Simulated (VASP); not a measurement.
# SnS2 in VASP: further runs

The runs below take SnS2 through single point, with PBEsol.

Everything below comes from runs of VASP 6.6.1. Logs are shortened: lines on timing, memory, paths and dates and some standing lists are left out, and cuts for length are marked.

## Step 1: The cell of the first run

The cell holds a slab with vacuum, 21 atoms: a = 3.651 Å, b = 8.758 Å, c = 28.795 Å, α = 90.00°, β = 90.00°, γ = 90.00°.

## Step 2: Single point, PBEsol (atoms taken out)

INCAR

```
SYSTEM = SnS2
ALGO     = Normal         ! electronic algorithm
DIPOL    = 0.5 0.5 0.500
EDIFF    = 1E-6           ! SCF threshold, eV
ENCUT    = 400            ! plane-wave cutoff, eV
GGA      = PS             ! functional
GGA_COMPAT= .FALSE.      
IDIPOL   = 3            
ISIF     = 2              ! what is computed and relaxed
ISMEAR   = 0              ! smearing method
LASPH    = .TRUE.         ! aspherical terms in the spheres
LCHARG   = .FALSE.        ! write CHGCAR
LDIPOL   = .TRUE.       
LREAL    = .FALSE.        ! projectors in reciprocal space
LWAVE    = .FALSE.        ! write WAVECAR
NBANDS   = 107            ! bands
NELM     = 120            ! most SCF steps
NELMDL   = -8           
PREC     = Accurate       ! precision mode
SIGMA    = 0.05           ! smearing width, eV
```

KPOINTS

```
k-points
0
G
  7 3 1
  0 0 0
```

POSCAR

```
SnS2
1.0
    3.6513143003      0.0000000000      0.0000000000
    0.0000000000      8.7582410527      0.0000000000
    0.0000000000      0.0000000000     28.7953619252
S Sn
14 7
Direct
    0.0000000000      0.4640236812      0.2604586120
    0.0000000000      0.0573941785      0.2837282881
    0.5000000000      0.7247326111      0.3364274620
    0.5000000000      0.3181031084      0.3596971381
    0.0000000000      0.9854415410      0.4123963120
    0.0000000000      0.5788120383      0.4356659881
    0.5000000000      0.2461504708      0.4883651620
    0.5000000000      0.8395209681      0.5116348380
    0.0000000000      0.5068594007      0.5643340119
    0.0000000000      0.1002298980      0.5876036880
    0.5000000000      0.7675683306      0.6403028619
    0.5000000000      0.3609388279      0.6635725380
    0.0000000000      0.0282772604      0.7162717119
    0.0000000000      0.6216477577      0.7395413880
    0.5000000000      0.2607089299      0.2720934501
    0.0000000000      0.5214178597      0.3480623001
    0.5000000000      0.7821267896      0.4240311500
    0.0000000000      0.0428357195      0.5000000000
    0.5000000000      0.3035446494      0.5759688500
    0.0000000000      0.5642535792      0.6519376999
    0.5000000000      0.8249625091      0.7279065499
```

Potentials or basis: VASP PAW PBE potentials, release 64 (S, Sn_d).

Run with:

```bash
$ cat potpaw_PBE.64/S/POTCAR potpaw_PBE.64/Sn_d/POTCAR > POTCAR
$ mpirun -np 1 vasp_std > vasp.out
```

OUTCAR:

```text
SYSTEM = SnS2
   EDIFF = 1E-6
   ENCUT = 400
   GGA = PS
   ISIF = 2
   ISMEAR = 0
   LASPH = .TRUE.
   LREAL = .FALSE.
   NELM = 120
   NELMDL = -8
   PREC = Accurate

 ion  position               nearest neighbor table
   1  0.000  0.464  0.260-  15 2.57  15 2.57  16 2.57
   2  0.000  0.057  0.284-  15 2.57  15 2.57
   3  0.500  0.725  0.336-  17 2.57  16 2.57  16 2.57
   4  0.500  0.318  0.360-  15 2.57  16 2.57  16 2.57
   5  0.000  0.985  0.412-  18 2.57  17 2.57  17 2.57
   6  0.000  0.579  0.436-  16 2.57  17 2.57  17 2.57
   7  0.500  0.246  0.488-  18 2.57  18 2.57  19 2.57
   8  0.500  0.840  0.512-  17 2.57  18 2.57  18 2.57
   9  0.000  0.507  0.564-  20 2.57  19 2.57  19 2.57
  10  0.000  0.100  0.588-  18 2.57  19 2.57  19 2.57
  11  0.500  0.768  0.640-  21 2.57  20 2.57  20 2.57
  12  0.500  0.361  0.664-  19 2.57  20 2.57  20 2.57
  13  0.000  0.028  0.716-  21 2.57  21 2.57
  14  0.000  0.622  0.740-  21 2.57  21 2.57  20 2.57
  15  0.500  0.261  0.272-   4 2.57   1 2.57   1 2.57   2 2.57   2 2.57  16 3.65  16 3.65
  16  0.000  0.521  0.348-   4 2.57   4 2.57   6 2.57   3 2.57   3 2.57   1 2.57  17 3.65  17 3.65
                            15 3.65  15 3.65
  17  0.500  0.782  0.424-   3 2.57   8 2.57   6 2.57   6 2.57   5 2.57   5 2.57  16 3.65  16 3.65
                            18 3.65  18 3.65
  18  0.000  0.043  0.500-   5 2.57  10 2.57   7 2.57   7 2.57   8 2.57   8 2.57  17 3.65  17 3.65
                            19 3.65  19 3.65
  19  0.500  0.304  0.576-  12 2.57   7 2.57   9 2.57   9 2.57  10 2.57  10 2.57  20 3.65  20 3.65
                            18 3.65  18 3.65
  20  0.000  0.564  0.652-   9 2.57  12 2.57  12 2.57  11 2.57  11 2.57  14 2.57  19 3.65  19 3.65
                            21 3.65  21 3.65
  21  0.500  0.825  0.728-  11 2.57  13 2.57  13 2.57  14 2.57  14 2.57  20 3.65  20 3.65

  LATTYP: Found a simple orthorhombic cell.
 ALAT       =     3.6513143003
 B/A-ratio  =     2.3986543837
 C/A-ratio  =     7.8863005364

  Lattice vectors:

 A1 = (   3.6513143003,   0.0000000000,   0.0000000000)
 A2 = (   0.0000000000,   8.7582410527,   0.0000000000)
 A3 = (   0.0000000000,   0.0000000000,  28.7953619252)

Analysis of symmetry for initial positions (statically):
=====================================================================
 Subroutine PRICEL returns:
 Original cell was already a primitive cell.

 Routine SETGRP: Setting up the symmetry group for a
 simple orthorhombic supercell.

 Subroutine GETGRP returns: Found  4 space group operations
 (whereof  2 operations were pure point group operations)
 out of a pool of  8 trial point group operations.

The static configuration has the point symmetry C_1h.
 The point group associated with its full space group is C_2h.

Analysis of symmetry for dynamics (positions and initial velocities):
=====================================================================
 Subroutine PRICEL returns:
 Original cell was already a primitive cell.

 Routine SETGRP: Setting up the symmetry group for a
 simple orthorhombic supercell.

 Subroutine GETGRP returns: Found  4 space group operations
 (whereof  2 operations were pure point group operations)
 out of a pool of  8 trial point group operations.

The dynamic configuration has the point symmetry C_1h.
 The point group associated with its full space group is C_2h.

 Subroutine INISYM returns: Found  4 space group operations
 (whereof  2 operations are pure point group operations),
 and found     1 'primitive' translations

----------------------------------------------------------------------------------------

                                     Primitive cell

  volume of cell :     920.8495

  direct lattice vectors                    reciprocal lattice vectors
     3.651314300  0.000000000  0.000000000     0.273873986  0.000000000  0.000000000
     0.000000000  8.758241053  0.000000000     0.000000000  0.114178177  0.000000000
     0.000000000  0.000000000 28.795361925     0.000000000  0.000000000  0.034727815

  length of vectors
     3.651314300  8.758241053 28.795361925     0.273873986  0.114178177  0.034727815

  position of ions in fractional coordinates (direct lattice)
     0.000000000  0.464023681  0.260458612
     0.000000000  0.057394178  0.283728288
     0.500000000  0.724732611  0.336427462
     0.500000000  0.318103108  0.359697138
     0.000000000  0.985441541  0.412396312
     0.000000000  0.578812038  0.435665988
[... 13 lines left out ...]
     0.000000000  0.564253579  0.651937700
     0.500000000  0.824962509  0.727906550

  ion indices of the primitive-cell ions
   primitive index   ion index
                 1           1
                 2           2
                 3           3
                 4           4
                 5           5
                 6           6
[... 13 lines left out ...]
                20          20
                21          21

----------------------------------------------------------------------------------------

 KPOINTS: k-points

Automatic generation of k-mesh.
 Grid dimensions read from file:
 generate k-points for:    7    3    1

 Generating k-lattice:

  Cartesian coordinates                     Fractional coordinates (reciprocal lattice)
     0.039124855  0.000000000  0.000000000     0.142857143  0.000000000  0.000000000
     0.000000000  0.038059392  0.000000000     0.000000000  0.333333333  0.000000000
     0.000000000  0.000000000  0.034727815     0.000000000  0.000000000  1.000000000

  Length of vectors
     0.039124855  0.038059392  0.034727815

  Shift w.r.t. Gamma in fractional coordinates (k-lattice)
     0.000000000  0.000000000  0.000000000

 Subroutine IBZKPT returns following result:
 ===========================================

 Found      8 irreducible k-points:

 Following reciprocal coordinates:
            Coordinates               Weight
  0.000000  0.000000  0.000000      1.000000
  0.142857  0.000000  0.000000      2.000000
  0.285714  0.000000  0.000000      2.000000
  0.428571  0.000000  0.000000      2.000000
  0.000000  0.333333  0.000000      2.000000
  0.142857  0.333333  0.000000      4.000000
  0.285714  0.333333  0.000000      4.000000
  0.428571  0.333333  0.000000      4.000000
   k-points           NKPTS =      8   k-points in BZ     NKDIM =      8   number of bands    NBANDS=    107
   number of dos      NEDOS =    301   number of ions     NIONS =     21
   total plane-waves  NPLWV = 276480
   dimension x,y,z NGX =    24 NGY =   60 NGZ =  192
   dimension x,y,z NGXF=    48 NGYF=  120 NGZF=  384
   ions per type =              14   7
   NGX,Y,Z   is equivalent  to a cutoff of  10.93, 11.39, 11.08 a.u.
   NGXF,Y,Z  is equivalent  to a cutoff of  21.85, 22.78, 22.17 a.u.
 SYSTEM =  SnS2
   PREC   = accura    normal or accurate (medium, high low for compatibility)
   ISTART =      0    job   : 0-new  1-cont  2-samecut
   ICHARG =      2    charge: 1-file 2-atom 10-const
   ISPIN  =      1    spin polarized calculation?
   LNONCOLLINEAR =      F non collinear calculations
   LSORBIT =      F    spin-orbit coupling
   LASPH  =      T    aspherical Exc in radial PAW
   ENCUT  =  400.0 eV  29.40 Ry    5.42 a.u.   5.95 14.28 46.96*2*pi/ulx,y,z
   NELM   =    120;   NELMIN=  2; NELMDL= -8     # of ELM steps
   EDIFF  = 0.1E-05   stopping-criterion for ELM
   LREAL  =      F    real-space projection
   EDIFFG = 0.1E-04   stopping-criterion for IOM
   NSW    =      0    number of steps for IOM
   IBRION =     -1    ionic relax: 0-MD 1-quasi-New 2-CG
   NFREE  =      0    steps in history (QN), initial steepest desc. (CG)
   ISIF   =      2    stress and relaxation
   ISYM   =      2    0-nonsym 1-usesym 2-fastsym
   POTIM  = 0.5000    time-step for ionic-motion
   TEBEG  =    0.0;   TEEND  =   0.0 temperature during run
   PSTRESS=    0.0 pullay stress
   NELECT =     182.0000    total number of electrons
   NUPDOWN=      -1.0000    fix difference up-down
   EMIN   =  10.00;   EMAX   =-10.00  energy-range for DOS
   EFERMI =   0.00;   METHOD = LEGACY
   ISMEAR =     0;   SIGMA  =   0.05  broadening in eV -4-tet -1-fermi 0-gaus
   EFERMI_NEDOS =   21; number of points for ismear=-14 and -15
   IALGO  =     38    algorithm
   IMIX   =      4    mixing-type and parameters
     AMIX     =   0.40;   BMIX     =  1.00
     AMIX_MAG =   1.60;   BMIX_MAG =  1.00
  volume/ion in A,a.u.               =      43.85       295.91
  Fermi-wavevector in a.u.,A,eV,Ry     =   0.953606  1.802054 12.372660  0.909365
  Thomas-Fermi vector in A             =   2.082277
   LORBIT       =      0    0 simple, 1 ext, 2 COOP (PROOUT), +10 PAW based schemes
   GGA     = PS    functional components
   LHFCALC =     F    Hartree Fock is set to
   AEXX    =    0.0000 exact exchange contribution
   IVDW    =     0    specifies the selected vdW correction
   LEPSILON=     F    determine dielectric tensor
   LRPA    =     F    only Hartree local field effects (RPA)
 non-spin polarized calculation
 Gauss-broadening in eV      SIGMA  =   0.05
  energy-cutoff  :      400.00
  volume of cell :      920.85
 maximum number of plane-waves:     16796
 NGX is ok and might be reduce to    24
   NGX = 11   NGY = 29   NGZ = 93

 number of electron     182.0000088 magnetization

 dipolmoment           0.000000      0.000000     -0.000003 electrons x Angstroem

 Free energy of the ion-electron system (eV)
  ---------------------------------------------------
  ext. energy  EPLUGINS =         0.00000000
  ---------------------------------------------------
  free energy    TOTEN  =       -97.86128750 eV

  energy without entropy =      -97.86128750  energy(sigma->0) =      -97.86128750

 E-fermi :  -0.1441     XC(G=0):  -5.5504

 val. band max:       -0.3920984127   @ k =   0.1429   0.0000   0.0000
 cond. band min:       0.5859725581   @ k =   0.4286   0.0000   0.0000
 fundamental gap:      0.9780709708
 Fermi energy:        -0.1440681974

 k-point     1 :       0.0000    0.0000    0.0000
  band No.  band energies     occupation
      1     -21.4835      2.00000
      2     -21.4834      2.00000
      3     -21.4365      2.00000
      4     -21.4353      2.00000
      5     -21.3924      2.00000
      6     -21.3772      2.00000
[... 95 lines left out ...]
    102       3.8853      0.00000
    103       3.9291      0.00000

 k-point     2 :       0.1429    0.0000    0.0000
  band No.  band energies     occupation
      1     -21.4737      2.00000
      2     -21.4737      2.00000
      3     -21.4297      2.00000
      4     -21.4292      2.00000
      5     -21.3873      2.00000
      6     -21.3833      2.00000
[... 625 lines left out ...]
    102       4.6081      0.00000
    103       4.7265      0.00000

 k-point     8 :       0.4286    0.3333    0.0000
  band No.  band energies     occupation
      1     -21.4566      2.00000
      2     -21.4563      2.00000
      3     -21.4319      2.00000
      4     -21.4297      2.00000
      5     -21.4139      2.00000
      6     -21.4127      2.00000
[... 95 lines left out ...]
    102       4.3313      0.00000
    103       4.6772      0.00000
 [bands above 103 left out]

------------------------ aborting loop because EDIFF is reached ----------------------------------------

 vacuum level on the upper side and lower side of the slab       (xc-potential included)        -0.088        -0.087

  FORCE on cell =-STRESS in cart. coord.  units (eV):
  Direction    XX          YY          ZZ          XY          YZ          ZX
  --------------------------------------------------------------------------------------
  -------------------------------------------------------------------------------------
  Total       -5.1119056     -6.0400127      0.7137770      0.0000000      1.8597433      0.0000000
  in kB       -8.8941563    -10.5089610      1.2418938      0.0000000      3.2357497      0.0000000
  external PRESSURE =      -6.0537412 kB  Pullay stress =       0.0000000 kB

 VOLUME and BASIS-vectors are now :
 -----------------------------------------------------------------------------
  energy-cutoff  :      400.00
  volume of cell :      920.85
      direct lattice vectors                 reciprocal lattice vectors
     3.651314300  0.000000000  0.000000000     0.273873986  0.000000000  0.000000000
     0.000000000  8.758241053  0.000000000     0.000000000  0.114178177  0.000000000
     0.000000000  0.000000000 28.795361925     0.000000000  0.000000000  0.034727815

 POSITION                                       TOTAL-FORCE (eV/Angst)
 -----------------------------------------------------------------------------------
      0.00000      4.06403      7.50000         0.000000     -0.017913     -0.728811
      0.00000      0.50267      8.17006         0.000000      1.299334     -0.920029
      1.82566      6.34738      9.68755         0.000000     -0.008695     -0.227122
      1.82566      2.78602     10.35761         0.000000      0.268727     -0.290257
      0.00000      8.63073     11.87510         0.000000     -0.020378     -0.047815
      0.00000      5.06938     12.54516         0.000000      0.061649     -0.013002
[... 13 lines left out ...]
      0.00000      4.94187     18.77278         0.000000      0.125856     -0.510881
      1.82566      7.22522     20.96033         0.000000      1.443429     -1.546285
 -----------------------------------------------------------------------------------
    total drift:                                0.000000     -0.000014     -0.000207

  FREE ENERGIE OF THE ION-ELECTRON SYSTEM (eV)
  ---------------------------------------------------
  free  energy   TOTEN  =       -97.8612874975 eV

  energy  without entropy=      -97.8612874975  energy(sigma->0) =      -97.86128750

 vacuum level on the upper side and lower side of the slab         5.296         5.296
```

Wall time 17 min (1 thread of Intel Xeon 6975P-C (Granite Rapids), shared host); peak memory 0.77 GiB.

Results:

```
Free energy            : -97.8613 eV
Largest force          : 2.115 eV/Å
Band gap on the k mesh : 0.98 eV (least direct gap 1.04 eV)
```

Forces in eV/Å, atoms in the order of the input:
```
S    0.000 -0.018 -0.729
S    0.000  1.299 -0.920
S    0.000 -0.009 -0.227
S    0.000  0.269 -0.290
S    0.000 -0.020 -0.048
S    0.000  0.062 -0.013
S    0.000  0.004 -0.020
S    0.000 -0.004  0.020
S    0.000 -0.062  0.013
S    0.000  0.020  0.048
S    0.000 -0.269  0.290
S    0.000  0.009  0.227
S    0.000 -1.299  0.920
S    0.000  0.018  0.729
Sn   0.000 -1.443  1.546
Sn   0.000 -0.126  0.511
Sn   0.000  0.009  0.144
Sn   0.000  0.000  0.000
Sn   0.000 -0.009 -0.144
Sn   0.000  0.126 -0.511
Sn   0.000  1.443 -1.546
```

Caveat: the cell differs from its parent crystal (atoms taken out); the PAW data sets were made with another functional, which shifts forces and pressure a little; spin-orbit coupling is left out, which moves the levels of the heavy elements.

(Part 1 of 2 ends here.)
